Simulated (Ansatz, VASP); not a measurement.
TiTe2: VASP beside Ansatz

The input INCAR:

```
SYSTEM = TiTe2
PREC     = Accurate       ! precision mode
ENCUT    = 520            ! plane-wave cutoff, eV
EDIFF    = 1E-6           ! SCF threshold, eV
ISMEAR   = 0              ! smearing method
SIGMA    = 0.15           ! smearing width, eV
LREAL    = .False.        ! projectors in reciprocal space
LASPH    = .True.         ! aspherical terms in the spheres
NELM     = 100            ! most SCF steps
ALGO     = Normal         ! electronic algorithm
ISIF     = 2              ! what is computed and relaxed
LWAVE    = .False.        ! write WAVECAR
LCHARG   = .False.        ! write CHGCAR
GGA      = PE             ! functional
NBANDS   = 19             ! bands
```

KPOINTS

```
regular mesh
0
Gamma
  12 12 8
  0 0 0
```

File POSCAR:

```
TiTe2
1.0
    3.7770008876      0.0000000000      0.0000000000
   -1.8885004438      3.2709787188      0.0000000000
    0.0000000000      0.0000000000      6.4980000000
Ti Te
1 2
Direct
    0.0000000000      0.0000000000      0.0000000000
    0.6208088324      0.2416176648      0.2166319483
    0.3333333333      0.6666666667      0.7372000000
```

Input for Ansatz:

```yaml
crystal:
  lattice:
    - [3.7770008876, 0.0, 0.0]
    - [-1.8885004438, 3.2709787188, 0.0]
    - [0.0, 0.0, 6.498]
  atoms:
    - { symbol: Ti, position: [0.0, 0.0, 0.0] }
    - { symbol: Te, position: [0.6208088324, 0.2416176648, 0.2166319483] }
    - { symbol: Te, position: [0.3333333333, 0.6666666667, 0.7372] }
basis:
  ecutwfc: 420
kpoints:
  mp_grid: { grid: [12, 12, 8] }
hamiltonian:
  xc: pbe
scf:
  occupations: { method: gaussian, width: 0.15 }
output:
  forces: true
  stress: true
  eigenvalues: true
```

Alike in both runs: task single point; functional PBE; k mesh 12 × 12 × 8; occupations gaussian, width 0.15 eV; no spin polarisation.

```csv
,VASP,Ansatz
version,VASP 6.6.1,Ansatz 0.2.0
potentials or method,"VASP PAW PBE potentials, release 64 (Ti_sv, Te), cutoff 520 eV","scalar-relativistic, plane waves, PAW"
valence electrons in the cell,24,44
```

Ansatz gave:

* gap on the k mesh at the Fermi level (eV): none
* pressure (GPa): 8.8
* traceless stress, the component that is largest in VASP (GPa): -5.77
* rms of the force components (eV/Å): 1.443

Task: Which values does VASP return?

Result: gap on the k mesh at the Fermi level (eV): none; pressure (GPa): 8.8; traceless stress, the component that is largest in VASP (GPa): -5.76; rms of the force components (eV/Å): 1.441.

Atom by atom the forces differ by 0.003 eV/Å (rms over components). A gap of «none» marks a metal or a gap that the smearing closes. With one functional, cell and mesh, what is left measures potentials, basis and numerics. VASP's potentials hold 24 valence electrons a cell and Ansatz's 44, so a difference there can come from the potentials and not from the codes.

Spin-orbit coupling is off throughout.
